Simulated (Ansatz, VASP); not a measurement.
**TePb in VASP and in Ansatz**

Contents of POSCAR:

```
TePb
1.0
    0.0000000000      3.2523979746      3.2523979746
    3.2523979746      0.0000000000      3.2523979746
    3.2523979746      3.2523979746      0.0000000000
Pb Te
1 1
Direct
    0.0000000000      0.0000000000      0.0000000000
    0.5000000000      0.5000000000      0.5000000000
```

Contents of INCAR.step1:

```
PREC     = Accurate       # precision mode
ENCUT    = 520            # plane-wave cutoff, eV
EDIFF    = 1E-5           # SCF threshold, eV
ISMEAR   = -1             # smearing method
SIGMA    = 0.05           # smearing width, eV
LREAL    = False          # projectors in reciprocal space
LASPH    = True           # aspherical terms in the spheres
NELM     = 60             # most SCF steps
ALGO     = Normal         # electronic algorithm
ISIF     = 2              # what is computed and relaxed
LWAVE    = True           # write WAVECAR
LCHARG   = False          # write CHGCAR
NBANDS   = 17             # bands
GGA      = PE             # functional
```

File INCAR.step2:

```
PREC     = Accurate       # precision mode
ENCUT    = 520            # plane-wave cutoff, eV
EDIFF    = 1E-6           # SCF threshold, eV
ISMEAR   = -1             # smearing method
SIGMA    = 0.05           # smearing width, eV
LREAL    = False          # projectors in reciprocal space
LASPH    = True           # aspherical terms in the spheres
NELM     = 60             # most SCF steps
ALGO     = Normal         # electronic algorithm
ISIF     = 2              # what is computed and relaxed
LWAVE    = False          # write WAVECAR
LCHARG   = False          # write CHGCAR
GGA      = PE             # functional
LHFCALC  = True           # exact exchange
AEXX     = 0.25           # exact-exchange fraction
HFSCREEN = 0.3            # screening, 1/A
PRECFOCK = Normal       
NBANDS   = 17             # bands
ISTART   = 1
```

Contents of KPOINTS:

```
regular mesh
0
Gamma
  4 4 4
```

input.yaml

```yaml
crystal:
  lattice:
    - [0.0, 3.2523979746, 3.2523979746]
    - [3.2523979746, 0.0, 3.2523979746]
    - [3.2523979746, 3.2523979746, 0.0]
  atoms:
    - { symbol: Pb, position: [0.0, 0.0, 0.0] }
    - { symbol: Te, position: [0.5, 0.5, 0.5] }
hamiltonian:
  xc: { exchange: pbe, correlation: pbe, exx: { coeff: 0.25, omega: 0.3 } }
  pseudopotentials: { kind: paw }
kpoints:
  mp_grid: { grid: [4, 4, 4] }
scf:
  occupations: { method: fermi_dirac, width: 0.05 }
output:
  forces: true
  stress: true
  eigenvalues: true
```

Alike in both runs: task single point; functional PBE-based screened hybrid with a share of 0.25 of exact exchange and HFSCREEN = 0.3; k mesh 4 × 4 × 4; occupations fermi-dirac, width 0.05 eV; no spin polarisation.

|  | VASP | Ansatz |
| --- | --- | --- |
| version | VASP 6.6.1 | Ansatz 0.2.0 |
| potentials or method | VASP PAW PBE potentials, release 64 (Pb_d, Te) | Ansatz PAW |
| plane-wave cutoff (eV) | 520 | 420 |
| valence electrons in the cell | 20 | 30 |

Ansatz gave:

```
gap on the k mesh at the Fermi level (eV) : 1.05
least direct gap on the mesh (eV)         : 1.05
pressure (GPa)                            : 0.4
```

**Question.** What did VASP give for the same quantities?

**Answer.** gap on the k mesh at the Fermi level (eV): 1.01; least direct gap on the mesh (eV): 1.01; pressure (GPa): 0.2.

VASP's potentials were made for PBE, not for PBE-based screened hybrid. The functional is the same, so the differences come from potentials, cutoffs and numerics. VASP's potentials hold 20 valence electrons a cell and Ansatz's 30, so a difference there can come from the potentials and not from the codes.

Spin-orbit coupling is off throughout.
